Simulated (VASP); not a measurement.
Write the native input for VASP 6.6.1 that does the following.

- Task: single point
- Functional: PBE
- Potentials or basis: VASP PAW PBE potentials, release 64 (Dy_3, Ag, H), 4f in core
- Cutoff: 500 eV
- k mesh: 6 × 6 × 6
- Occupations: gaussian, width 0.1 eV
- Spin: no spin polarisation
- Dipole correction: no
- Further INCAR settings: ALGO = Normal; EDIFF = 1e-06; NBANDS = 32

The structure of DyAgH2 lies in POSCAR:

```
DyAgH2
1.0
   -2.1662505105      2.1662505105      5.5626936664
    2.1662505105     -2.1662505105      5.5626936664
    2.1662505105      2.1662505105     -5.5626936664
Dy Ag H
2 2 4
Direct
    0.0000000000      0.0000000000      0.0000000000
    0.7500000000      0.2500000000      0.5000000000
    0.5000000000      0.5000000000      0.0000000000
    0.2500000000      0.7500000000      0.5000000000
    0.1996568755      0.1996568755      0.0000000000
    0.8003431245      0.8003431245      0.0000000000
    0.5503431245      0.0503431245      0.5000000000
    0.9496568755      0.4496568755      0.5000000000
```

The cell was generated, and may not be a known phase.

The input as run:

INCAR

```
SYSTEM = DyAgH2
PREC = Accurate ; ENCUT = 500
EDIFF = 1E-6 ; ISMEAR = 0
SIGMA = 0.1 ; LREAL = .False.
LASPH = .True. ; NELM = 200
ALGO = Normal ; ISIF = 2
LWAVE = .False. ; LCHARG = .True.
GGA = PE ; LELF = .True.
LVHAR = .True. ; NBANDS = 32
GGA_COMPAT = .False. ; LMAXMIX = 6
```

KPOINTS

```
regular mesh
0
Gamma
  6 6 6
  0 0 0
```

Potentials or basis: VASP PAW PBE potentials, release 64 (Dy_3, Ag, H), 4f in core.

Launch:

```bash
$ cat potpaw_PBE.64/Dy_3/POTCAR potpaw_PBE.64/Ag/POTCAR potpaw_PBE.64/H/POTCAR > POTCAR
$ mpirun -np 1 vasp_std > vasp.out
```

It gave:

```json
{"Pressure": "0.7 GPa", "Largest force": "0.043 eV/Å", "Band gap on the k mesh": "zero (bands 22 and 23 overlap by 1.65 eV)"}
```

Caveat: spin-orbit coupling is left out, which moves the levels of the heavy elements; the 4f electrons are frozen in the core, so they carry no moment and show no levels.

Wall time 2.1 min on 1 thread of Intel(R) Xeon(R) Platinum 8559C (Emerald Rapids) (shared host), peak memory 0.38 GiB.
